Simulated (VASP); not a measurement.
# Ge: single point with r2SCAN

Crystal: Ge.

```
CELL_PARAMETERS angstrom
-2.45413 2.45413 1.39942
2.45413 -2.45413 1.39942
2.45413 2.45413 -1.39942
ATOMIC_POSITIONS crystal
Ge 0.25000 0.75000 0.50000
Ge 0.50000 0.50000 0.00000
```

| Property | Result |
| --- | --- |
| Program | VASP 6.6.1 |
| Task | single point |
| Functional | r2SCAN |
| Potentials or basis | VASP PAW PBE potentials, release 64 (Ge_d) |
| Cutoff | 520 eV |
| k mesh | 8 × 8 × 8 |
| Occupations | gaussian, width 0.1 eV |
| Spin | no spin polarisation |
| Dipole correction | no |
| Further INCAR settings | ALGO = Normal; EDIFF = 1e-06; NBANDS = 21 |

```json
{
 "Pressure": "9.8 GPa",
 "Band gap on the k mesh": "zero (band 14 reaches 10.33 eV, above the bottom of band 15 at 4.78 eV)"
}
```

Stress tensor (GPa, compression positive):
```
9.97 0.00 0.00
0.00 9.97 0.00
0.00 0.00 9.56
```

Levels at points of the mesh, in eV from the Fermi level:
```
           k point  band 10  band 11  band 12  band 13  band 14  band 15  band 16  band 17  band 18  band 19
(0.00, 0.00, 0.00)   -25.11   -14.76    -3.00    -2.52    -2.52     3.82     8.49     8.70     9.17     9.17
(0.50, 0.00, 0.00)   -25.18    -8.99    -7.27    -2.39    -2.17    -1.90     2.62     4.29     6.63    10.28
(0.50, 0.50, 0.00)   -25.23   -11.52   -11.52     0.91     0.91     3.06     3.06     7.67     7.67    11.57
(0.50, 0.50, 0.50)   -25.29    -9.24    -9.24    -6.72    -6.72     5.81     5.81    13.66    13.66    17.20
```

Wall time 69 s on 1 thread of Intel(R) Xeon(R) 6975P-C (Granite Rapids) (shared host), peak memory 0.17 GiB.

Caveat: the PAW data sets were made with another functional, which shifts forces and pressure a little.
